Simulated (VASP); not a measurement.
Write the native input for VASP 6.6.1 that does the following.

* Task: relaxation of cell and atoms
* Functional: PBE
* Potentials or basis: VASP PAW PBE potentials, release 64 (Mg, Cd, Te)
* Cutoff: 600 eV
* k mesh: 3 × 3 × 4
* Occupations: gaussian, width 0.1 eV
* Spin: no spin polarisation
* Dipole correction: no
* Further INCAR settings: ALGO = Normal; EDIFF = 1e-07; IBRION = 2; EDIFFG = -0.04; NSW = 90; ISIF = 3

The structure of Mg2Cd3Te lies in POSCAR:

```
Mg2Cd3Te
1.0
    5.9881203400      0.0000000000      0.0000000000
   -2.9940601700      5.1858643300      0.0000000000
    0.0000000000      0.0000000000      4.2058734000
Mg Cd Te
2 3 1
Direct
    0.6666666700      0.3333333300      0.9631379800
    0.3333333300      0.6666666700      0.9631379800
    0.5000000000      0.5000000000      0.4595159900
    0.5000000000      0.0000000000      0.4595159900
    0.0000000000      0.5000000000      0.4595159900
    0.0000000000      0.0000000000      0.8888130200
```

The cell was built from a structure type or drawn by symmetry, and may not be a known phase.

The input as run:

INCAR

```
SYSTEM = Mg2Cd3Te
PREC     = Accurate       ! precision mode
ENCUT    = 600            ! plane-wave cutoff, eV
EDIFF    = 1E-7           ! SCF threshold, eV
ISMEAR   = 0              ! smearing method
SIGMA    = 0.1            ! smearing width, eV
LREAL    = .False.        ! projectors in reciprocal space
LASPH    = .True.         ! aspherical terms in the spheres
NELM     = 80             ! most SCF steps
ALGO     = Normal         ! electronic algorithm
ISIF     = 3              ! what is computed and relaxed
LWAVE    = .False.        ! write WAVECAR
LCHARG   = .False.        ! write CHGCAR
GGA      = PE             ! functional
IBRION   = 2              ! ionic algorithm
NSW      = 90             ! ionic steps
EDIFFG   = -0.04          ! ionic threshold
```

KPOINTS

```
Automatic mesh
0
Gamma
  3 3 4
  0 0 0
```

Potentials or basis: VASP PAW PBE potentials, release 64 (Mg, Cd, Te).

Launch:

```console
$ cat potpaw_PBE.64/Mg/POTCAR potpaw_PBE.64/Cd/POTCAR potpaw_PBE.64/Te/POTCAR > POTCAR
$ mpirun -np 1 vasp_std > vasp.out
```

It gave:

```json
{
  "Relaxed volume": "26.14 Å³/atom",
  "Relaxed cell": "a = 6.117 Å, b = 6.117 Å, c = 4.840 Å, α = 90.00°, β = 90.00°, γ = 120.00°",
  "Space group after relaxing (to 0.1 Å)": "P6mm (No. 183)",
  "Energy gained by relaxing": "165.1 meV/atom",
  "Ionic steps": "7",
  "Pressure after relaxing": "0.0 GPa",
  "Largest force after relaxing": "0.027 eV/Å",
  "Band gap on the k mesh": "zero (bands 23 and 24 overlap by 1.27 eV)"
}
```

Caveat: the k points lie up to 0.40 Å⁻¹ apart in the final cell, too coarse for converged energies and pressures of a metal; the volume moved by over 15 % at a fixed basis, so the end points are rough; spin-orbit coupling is left out, which moves the levels of the heavy elements.

Run time: 3 min on 1 thread of Intel(R) Xeon(R) 6975P-C (Granite Rapids), on a shared host, peak memory 0.3 GiB.
